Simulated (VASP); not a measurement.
Write the native input for VASP 6.6.1 that does the following.

```yaml
Task: single point
Functional: PBEsol
Potentials_or_basis: VASP PAW PBE potentials, release 64 (V_sv, H)
Cutoff: 500 eV
k_mesh: 4 × 4 × 4
Occupations: methfessel-paxton, width 0.2 eV
Spin: collinear spin, ferromagnetic start
Starting_moments: "[2.0, 0.0] μB"
Dipole_correction: no
Further_INCAR_settings: ALGO = Normal; EDIFF = 1e-06; NBANDS = 18
```

The structure of VH lies in POSCAR:

```
VH
1.0
    0.0000000000      1.9637535000      1.9637535000
    1.9637535000      0.0000000000      1.9637535000
    1.9637535000      1.9637535000      0.0000000000
V H
1 1
Direct
    0.0000000000      0.0000000000      0.0000000000
    0.5000000000      0.5000000000      0.5000000000
```

One way to write it, as run:

INCAR

```
PREC = Accurate
ENCUT = 500
EDIFF = 1E-6
ISMEAR = 1
SIGMA = 0.2
LREAL = F
LASPH = T
NELM = 200
ALGO = Normal
ISIF = 2
LWAVE = F
LCHARG = T
ISPIN = 2
MAGMOM = 2 0
LORBIT = 11
LMAXMIX = 4
GGA = PS
LELF = T
LVHAR = T
NBANDS = 18
GGA_COMPAT = F
```

KPOINTS

```
regular mesh
0
Gamma
  4 4 4
```

Potentials or basis: VASP PAW PBE potentials, release 64 (V_sv, H).

Command:

```console
$ cat potpaw_PBE.64/V_sv/POTCAR potpaw_PBE.64/H/POTCAR > POTCAR
$ mpirun -np 1 vasp_std > vasp.out
```

It gave:

* Pressure: -4.1 GPa
* Band gap on the k mesh: zero (filled and empty bands overlap)
* Net moment: 0.00 μB per cell
* Valence electrons inside the program's atomic spheres: V 11.65; H 0.56

Caveat: the k points lie up to 0.69 Å⁻¹ apart, too coarse for converged energies and pressures of a metal; the moments typed at the start vanished in this run; the PAW data sets were made with another functional, which shifts forces and pressure a little.

It took 9.2 s on 1 thread of Intel Xeon 8259CL, on a shared host, peak memory 0.13 GiB.
